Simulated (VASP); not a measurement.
A run of VASP 6.6.1:

File POSCAR:

```
MgO
1.0
    3.2882172281      0.0000000000      0.0000000000
   -1.6441086140      2.8476796527      0.0000000000
    0.0000000000      0.0000000000      5.2357409258
Mg O
2 2
Direct
    0.3333333333      0.6666666667     -0.0046168636
    0.6666666667      0.3333333333      0.4953831364
    0.3333333333      0.6666666667      0.3796168636
    0.6666666667      0.3333333333      0.8796168636
```

INCAR.step1

```
SYSTEM = MgO
ALGO     = Normal         ! electronic algorithm
EDIFF    = 1E-5           ! SCF threshold, eV
ENCUT    = 520            ! plane-wave cutoff, eV
GGA      = PE             ! functional
ISIF     = 2              ! what is computed and relaxed
ISMEAR   = 0              ! smearing method
LASPH    = .True.         ! aspherical terms in the spheres
LCHARG   = .False.        ! write CHGCAR
LREAL    = .False.        ! projectors in reciprocal space
LWAVE    = .True.         ! write WAVECAR
NBANDS   = 16             ! bands
NELM     = 100            ! most SCF steps
PREC     = Accurate       ! precision mode
SIGMA    = 0.01           ! smearing width, eV
```

INCAR.step2

```
SYSTEM = MgO
ALGO     = Normal         ! electronic algorithm
EDIFF    = 1E-6           ! SCF threshold, eV
ENCUT    = 520            ! plane-wave cutoff, eV
GGA      = PE             ! functional
HFSCREEN = 0.2079         ! screening, 1/A
ISIF     = 2              ! what is computed and relaxed
ISMEAR   = 0              ! smearing method
ISTART   = 1            
LASPH    = .True.         ! aspherical terms in the spheres
LCHARG   = .False.        ! write CHGCAR
LHFCALC  = .True.         ! exact exchange
LREAL    = .False.        ! projectors in reciprocal space
LWAVE    = .False.        ! write WAVECAR
NBANDS   = 16             ! bands
NELM     = 100            ! most SCF steps
PREC     = Accurate       ! precision mode
PRECFOCK = Normal       
SIGMA    = 0.01           ! smearing width, eV
```

The input KPOINTS:

```
k-points
0
Gamma
  6 6 4
  0 0 0
```

Potentials or basis: VASP PAW PBE potentials, release 64 (Mg, O).

Run with:

```bash
$ cat potpaw_PBE.64/Mg/POTCAR potpaw_PBE.64/O/POTCAR > POTCAR
$ cp INCAR.step1 INCAR
$ mpirun -np 1 vasp_std > vasp.out
$ cp INCAR.step2 INCAR
$ mpirun -np 1 vasp_std > vasp.out
```

Hardware: 1 thread of Intel(R) Xeon(R) Platinum 8259CL CPU @ 2.50GHz (Skylake/Cascade Lake) (shared host).

Problem. How long does it take, and how much memory?

Solution. It took 39 min on 1 thread of Intel(R) Xeon(R) Platinum 8259CL CPU @ 2.50GHz (Skylake/Cascade Lake), with other jobs on the host, peak memory 0.28 GiB. Counts: k points 21.
